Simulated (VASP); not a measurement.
# S (Fm-3m) in VASP: notebook, part 2 of 2

VASP 6.6.1.

### Step 3. Density of states, LDA (volume scaled by 0.4)

Input file POSCAR:

```
S
1.0
    0.0000000000      1.4336289688      1.4336289688
    1.4336289688      0.0000000000      1.4336289688
    1.4336289688      1.4336289688      0.0000000000
S
1
Direct
    0.0000000000      0.0000000000      0.0000000000
```

Input file INCAR.step1:

```
  ALGO = Normal
  EDIFF = 1E-7
  ENCUT = 520
  ISIF = 2
  ISMEAR = -1
  LASPH = True
  LCHARG = True
  LREAL = False
  LWAVE = False
  NBANDS = 9
  NELM = 80
  PREC = Accurate
  SIGMA = 0.08
```

Input file KPOINTS.step1:

```
k-points
0
Gamma
  16 16 16
```

Input file INCAR.step2:

```
  ALGO = Normal
  EDIFF = 1E-7
  ENCUT = 520
  ICHARG = 11
  ISIF = 2
  ISMEAR = -5
  LASPH = True
  LCHARG = False
  LORBIT = 10
  LREAL = False
  LWAVE = False
  NEDOS = 2001
  NELM = 80
  PREC = Accurate
  SIGMA = 0.08
```

Input file KPOINTS.step2:

```
k-points
0
Gamma
  24 24 24
```

Potentials or basis: VASP PAW LDA potentials, release 64 (S).

Started as:

```console
$ cat potpaw_LDA.64/S/POTCAR > POTCAR
$ cp INCAR.step1 INCAR
$ cp KPOINTS.step1 KPOINTS
$ mpirun -np 1 vasp_std > vasp.out
$ cp INCAR.step2 INCAR
$ cp KPOINTS.step2 KPOINTS
$ mpirun -np 1 vasp_std > vasp.out
```

OUTCAR:

```text
EDIFF = 1E-7
   ENCUT = 520
   ICHARG = 11
   ISIF = 2
   ISMEAR = -5
   LASPH = True
   LORBIT = 10
   LREAL = False
   NELM = 80
   PREC = Accurate

 ion  position               nearest neighbor table
   1  0.000  0.000  0.000-

  LATTYP: Found a face centered cubic cell.
 ALAT       =     2.8672579376

  Lattice vectors:

 A1 = (   0.0000000000,   1.4336289688,   1.4336289688)
 A2 = (   1.4336289688,   0.0000000000,   1.4336289688)
 A3 = (   1.4336289688,   1.4336289688,   0.0000000000)

Analysis of symmetry for initial positions (statically):
=====================================================================
 Subroutine PRICEL returns:
 Original cell was already a primitive cell.

 Routine SETGRP: Setting up the symmetry group for a
 face centered cubic supercell.

 Subroutine GETGRP returns: Found 48 space group operations
 (whereof 48 operations were pure point group operations)
 out of a pool of 48 trial point group operations.

The static configuration has the point symmetry O_h .

Analysis of symmetry for dynamics (positions and initial velocities):
=====================================================================
 Subroutine PRICEL returns:
 Original cell was already a primitive cell.

 Routine SETGRP: Setting up the symmetry group for a
 face centered cubic supercell.

 Subroutine GETGRP returns: Found 48 space group operations
 (whereof 48 operations were pure point group operations)
 out of a pool of 48 trial point group operations.

The dynamic configuration has the point symmetry O_h .

 Subroutine INISYM returns: Found 48 space group operations
 (whereof 48 operations are pure point group operations),
 and found     1 'primitive' translations

----------------------------------------------------------------------------------------

                                     Primitive cell

  volume of cell :       5.8931

[... 105 lines left out ...]
   IALGO  =     38    algorithm
   IMIX   =      4    mixing-type and parameters
     AMIX     =   0.40;   BMIX     =  1.00
     AMIX_MAG =   1.60;   BMIX_MAG =  1.00
  volume/ion in A,a.u.               =       5.89        39.77
  Fermi-wavevector in a.u.,A,eV,Ry     =   1.646943  3.112270 36.904717  2.712420
  Thomas-Fermi vector in A             =   2.736485
   LORBIT       =     10    0 simple, 1 ext, 2 COOP (PROOUT), +10 PAW based schemes
   GGA     = CA    functional components
   LHFCALC =     F    Hartree Fock is set to
   AEXX    =    0.0000 exact exchange contribution
   IVDW    =     0    specifies the selected vdW correction
   LEPSILON=     F    determine dielectric tensor
   LRPA    =     F    only Hartree local field effects (RPA)
 non-spin polarized calculation
 Fermi weights with tetrahedron method with Bloechl corrections
  energy-cutoff  :      520.00
  volume of cell :        5.89
 maximum number of plane-waves:       169

 number of electron       6.0000002 magnetization

 Free energy of the ion-electron system (eV)
  ---------------------------------------------------
  ext. energy  EPLUGINS =         0.00000000
  ---------------------------------------------------
  free energy    TOTEN  =         3.17222345 eV

  energy without entropy =        3.17222345  energy(sigma->0) =        3.17222345

 E-fermi :  28.8527     XC(G=0): -16.2662

 val. band max:       29.1948880290   @ k =   0.2917   0.2917   0.0000
 cond. band min:      28.7157685603   @ k =   0.3750   0.3750   0.0000
 fundamental gap:     -0.4791194687
 Fermi energy:        28.8526677733

 k-point     1 :       0.0000    0.0000    0.0000
  band No.  band energies     occupation
      1      -3.5322      2.00000
      2      41.2236      0.00000
      3      41.2236      0.00000
      4      41.2236      0.00000
      5      42.3011      0.00000
      6      42.3011      0.00000
      7      42.3011      0.00000
[... 221 lines left out ...]
 k-point    24 :       0.4583    0.0417    0.0000
  band No.  band energies     occupation
      1       6.4206      2.00000
      2      11.8637      2.00000
      3      35.8813      0.00000
      4      36.7747      0.00000
      5      39.0898      0.00000
      6      41.2459      0.00000
      7      47.3197      0.00000

 [... further k-points ...]
[... 5 lines left out ...]
  --------------------------------------------------------------------------------------
  -------------------------------------------------------------------------------------
  Total       19.0279736     19.0279736     19.0279736      0.0000000     -0.0000000      0.0000000
  in kB     5173.2423217   5173.2423217   5173.2423217      0.0000000     -0.0000000      0.0000000
  external PRESSURE =    5173.2423217 kB  Pullay stress =       0.0000000 kB

 VOLUME and BASIS-vectors are now :
 -----------------------------------------------------------------------------
  energy-cutoff  :      520.00
  volume of cell :        5.89
      direct lattice vectors                 reciprocal lattice vectors
     0.000000000  1.433628969  1.433628969    -0.348765274  0.348765274  0.348765274
     1.433628969  0.000000000  1.433628969     0.348765274 -0.348765274  0.348765274
     1.433628969  1.433628969  0.000000000     0.348765274  0.348765274 -0.348765274

 POSITION                                       TOTAL-FORCE (eV/Angst)
 -----------------------------------------------------------------------------------
      0.00000      0.00000      0.00000         0.000000      0.000000      0.000000
 -----------------------------------------------------------------------------------
    total drift:                               -0.000000     -0.000000     -0.000000

  FREE ENERGIE OF THE ION-ELECTRON SYSTEM (eV)
  ---------------------------------------------------
  free  energy   TOTEN  =         3.1722234494 eV

  energy  without entropy=        3.1722234494  energy(sigma->0) =        3.17222345

 total charge

# of ion       s       p       d       tot
------------------------------------------
    1        1.449   2.528   0.000   3.977
```

Run time: 6.8 s. Hardware: 1 thread of Intel Xeon 6975P-C, shared host; peak memory 0.12 GiB.

What came out:

```yaml
Valence_electrons_inside_the_program's_atomic_spheres: S 3.98
```

Caveat: the cell differs from its parent crystal (volume scaled by 0.4); tetrahedron occupations give inexact forces and stress in metals.

### Step 4. Density of states, LDA

This run uses another cell than the first one, of 14.73 Å³/atom, 2.500 times its volume.

Input file POSCAR:

```
S
1.0
    0.0000000000      1.9457338642      1.9457338642
    1.9457338642      0.0000000000      1.9457338642
    1.9457338642      1.9457338642      0.0000000000
S
1
Direct
    0.0000000000      0.0000000000      0.0000000000
```

Input file INCAR.step1:

```
PREC     = Accurate       # precision mode
ENCUT    = 520            # plane-wave cutoff, eV
EDIFF    = 1E-7           # SCF threshold, eV
ISMEAR   = -1             # smearing method
SIGMA    = 0.08           # smearing width, eV
LREAL    = F              # projectors in reciprocal space
LASPH    = T              # aspherical terms in the spheres
NELM     = 100            # most SCF steps
ALGO     = Normal         # electronic algorithm
ISIF     = 2              # what is computed and relaxed
LWAVE    = F              # write WAVECAR
LCHARG   = T              # write CHGCAR
GGA      = CA             # functional
NBANDS   = 9              # bands
```

Input file KPOINTS.step1:

```
Automatic mesh
0
Gamma
  16 16 16
```

Input file INCAR.step2:

```
PREC     = Accurate       # precision mode
ENCUT    = 520            # plane-wave cutoff, eV
EDIFF    = 1E-7           # SCF threshold, eV
ISMEAR   = -5             # smearing method
SIGMA    = 0.08           # smearing width, eV
LREAL    = F              # projectors in reciprocal space
LASPH    = T              # aspherical terms in the spheres
NELM     = 100            # most SCF steps
ALGO     = Normal         # electronic algorithm
ISIF     = 2              # what is computed and relaxed
LWAVE    = F              # write WAVECAR
LCHARG   = F              # write CHGCAR
GGA      = CA             # functional
LORBIT   = 11             # projections on sites
NBANDS   = 9              # bands
NEDOS    = 2001           # points of the DOS
ICHARG   = 11             # starting density
```

Input file KPOINTS.step2:

```
Automatic mesh
0
Gamma
  24 24 24
```

Started as:

```console
$ cat potpaw_LDA.64/S/POTCAR > POTCAR
$ cp INCAR.step1 INCAR
$ cp KPOINTS.step1 KPOINTS
$ mpirun -np 1 vasp_std > vasp.out
$ cp INCAR.step2 INCAR
$ cp KPOINTS.step2 KPOINTS
$ mpirun -np 1 vasp_std > vasp.out
```

It took 96 s on 1 thread of Intel Xeon 6975P-C, shared host; peak memory 0.15 GiB.

The run converged. Its results:

| Quantity | Value |
| --- | --- |
| Valence electrons inside the program's atomic spheres | S 3.47 |

Levels at points of the mesh, in eV from the Fermi level:
| k point | band 1 | band 2 | band 3 | band 4 | band 5 | band 6 | band 7 |
| --- | --- | --- | --- | --- | --- | --- | --- |
| (0.00, 0.00, 0.00) | -17.42 | 3.58 | 3.58 | 3.58 | 12.14 | 12.14 | 12.14 |
| (0.50, 0.00, 0.00) | -12.81 | -8.10 | 2.14 | 2.14 | 9.67 | 11.30 | 11.30 |
| (0.50, 0.50, 0.00) | -10.92 | -7.00 | -0.90 | -0.90 | 5.12 | 5.53 | 22.62 |

Caveat: tetrahedron occupations give inexact forces and stress in metals.
